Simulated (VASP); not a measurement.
A run of VASP 6.6.1 is set up as follows.

File INCAR:

```
SYSTEM = NaF
PREC     = Accurate       ! precision mode
ENCUT    = 600            ! plane-wave cutoff, eV
EDIFF    = 1E-6           ! SCF threshold, eV
ISMEAR   = -1             ! smearing method
SIGMA    = 0.02           ! smearing width, eV
LREAL    = .FALSE.        ! projectors in reciprocal space
LASPH    = .TRUE.         ! aspherical terms in the spheres
NELM     = 100            ! most SCF steps
ALGO     = Normal         ! electronic algorithm
ISIF     = 3              ! what is computed and relaxed
LWAVE    = .FALSE.        ! write WAVECAR
LCHARG   = .FALSE.        ! write CHGCAR
GGA      = CA             ! functional
IBRION   = 2              ! ionic algorithm
NSW      = 80             ! ionic steps
EDIFFG   = -0.005         ! ionic threshold
```

KPOINTS

```
Automatic mesh
0
G
  8 8 8
  0 0 0
```

The input POSCAR:

```
NaF
1.0
    0.0000000000      2.3497437939      2.3497437939
    2.3497437939      0.0000000000      2.3497437939
    2.3497437939      2.3497437939      0.0000000000
Na F
1 1
Direct
    0.0000000000      0.0000000000      0.0000000000
    0.5000000000      0.5000000000      0.5000000000
```

Potentials or basis: VASP PAW LDA potentials, release 64 (Na_pv, F).

Run with:

```sh
$ cat potpaw_LDA.64/Na_pv/POTCAR potpaw_LDA.64/F/POTCAR > POTCAR
$ mpirun -np 1 vasp_std > vasp.out
```

Q: Predict the space group after relaxing (to 0.05 Å).

A: Fm-3m (No. 225).

Q: What does it give for the band gap on the k mesh?

A: 6.46 eV, direct.

Q: Predict the relaxed volume.

A: 11.37 Å³/atom.

Q: What does it give for the relaxed cell?

A: a = 3.180 Å, b = 3.180 Å, c = 3.180 Å, α = 60.00°, β = 60.00°, γ = 60.00°.

Final structure:
```yaml
crystal:
  lattice:
    - [0.00000, 2.24848, 2.24848]
    - [2.24848, 0.00000, 2.24848]
    - [2.24848, 2.24848, 0.00000]
  atoms:
    - { symbol: Na, position: [0.00000, 0.00000, 0.00000] }
    - { symbol: F, position: [0.50000, 0.50000, 0.50000] }
```

Caveat: the volume moved by -12 % from the deposited cell, more than functionals usually miss. As with any semilocal functional, this LDA gap is likely too small.
